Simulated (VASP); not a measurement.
Here is a VASP 6.6.1 calculation.

INCAR

```
PREC     = Accurate       # precision mode
ENCUT    = 600            # plane-wave cutoff, eV
EDIFF    = 1E-6           # SCF threshold, eV
ISMEAR   = 0              # smearing method
SIGMA    = 0.1            # smearing width, eV
LREAL    = False          # projectors in reciprocal space
LASPH    = True           # aspherical terms in the spheres
NELM     = 100            # most SCF steps
ALGO     = Normal         # electronic algorithm
ISIF     = 3              # what is computed and relaxed
LWAVE    = False          # write WAVECAR
LCHARG   = False          # write CHGCAR
GGA      = PE             # functional
IBRION   = 2              # ionic algorithm
NSW      = 90             # ionic steps
EDIFFG   = -0.04          # ionic threshold
```

Contents of KPOINTS:

```
Automatic mesh
0
Gamma
  6 6 6
```

File POSCAR:

```
TiB2
1.0
    0.0000000000      2.4743371600      2.4743371600
    2.4743371600      0.0000000000      2.4743371600
    2.4743371600      2.4743371600      0.0000000000
Ti B
1 2
Direct
    0.5000000000      0.5000000000      0.5000000000
    0.2500000000      0.2500000000      0.2500000000
    0.7500000000      0.7500000000      0.7500000000
```

Potentials or basis: VASP PAW PBE potentials, release 64 (Ti_sv, B).

Launch:

```bash
$ cat potpaw_PBE.64/Ti_sv/POTCAR potpaw_PBE.64/B/POTCAR > POTCAR
$ mpirun -np 1 vasp_std > vasp.out
```

(1) What does it give for the relaxed cell?

(2) What does it give for the band gap on the k mesh?

(3) Estimate the relaxed volume.

Answers

(1) a = 3.598 Å, b = 3.598 Å, c = 3.598 Å, α = 60.00°, β = 60.00°, γ = 60.00°.

(2) zero (band 9 reaches 7.71 eV, above the bottom of band 10 at 6.28 eV).

(3) 10.97 Å³/atom.

Caveat: the k points lie up to 0.36 Å⁻¹ apart in the final cell.
